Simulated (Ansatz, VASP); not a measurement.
## One calculation of Ba, two programs

INCAR

```
SYSTEM = Ba
PREC     = Accurate       ! precision mode
ENCUT    = 500            ! plane-wave cutoff, eV
EDIFF    = 1E-6           ! SCF threshold, eV
ISMEAR   = -1             ! smearing method
SIGMA    = 0.025          ! smearing width, eV
LREAL    = .False.        ! projectors in reciprocal space
LASPH    = .True.         ! aspherical terms in the spheres
NELM     = 120            ! most SCF steps
ALGO     = Normal         ! electronic algorithm
ISIF     = 2              ! what is computed and relaxed
LWAVE    = .False.        ! write WAVECAR
LCHARG   = .True.         ! write CHGCAR
GGA      = LIBXC          ! functional
LIBXC1   = GGA_X_RPBE   
LIBXC2   = GGA_C_LYP    
LELF     = .True.         ! ELF
LVHAR    = .True.       
NBANDS   = 11             ! bands
GGA_COMPAT= .False.
```

The input KPOINTS:

```
Automatic mesh
0
Gamma
  7 7 7
  0 0 0
```

File POSCAR:

```
Ba
1.0
    0.0000000000      3.2109686108      3.2109686108
    3.2109686108      0.0000000000      3.2109686108
    3.2109686108      3.2109686108      0.0000000000
Ba
1
Direct
    0.0000000000      0.0000000000      0.0000000000
```

File input.yaml:

```yaml
crystal:
  lattice:
    - [0.0, 3.2109686108, 3.2109686108]
    - [3.2109686108, 0.0, 3.2109686108]
    - [3.2109686108, 3.2109686108, 0.0]
  atoms:
    - { symbol: Ba, position: [0.0, 0.0, 0.0] }
kpoints:
  mp_grid: { grid: [7, 7, 7] }
scf:
  occupations: { method: fermi_dirac, width: 0.025 }
hamiltonian:
  xc: { exchange: rpbe, correlation: lyp }
  pseudopotentials:
    kind: all_electron
    lapw: { basis_error: 0.001 }
    dirac_shells: { Ba: ["3p", "3d"] }
output:
  forces: true
  stress: true
  eigenvalues: true
```

Change from the starting cell: volume scaled by 0.98.

Alike in both runs: task single point; functional rpbe exchange, lyp correlation; k mesh 7 × 7 × 7; occupations fermi-dirac, width 0.025 eV; no spin polarisation.

|  | VASP | Ansatz |
| --- | --- | --- |
| version | VASP 6.6.1 | Ansatz 0.2.0 |
| potentials or method | VASP PAW PBE potentials, release 64 (Ba_sv), cutoff 500 eV | all-electron LAPW, inner shells corrected to Dirac's equation |

```csv
,VASP,Ansatz,Ansatz less VASP
gap on the k mesh at the Fermi level (eV),none,none,-
pressure (GPa),0.9,0.9,-0.04
```

VASP's potentials were made for PBE, not for rpbe exchange, lyp correlation. A gap of «none» marks a metal or a gap that the smearing closes. Ansatz ran all-electron here, and VASP with PAW potentials.

Spin-orbit coupling is off throughout.
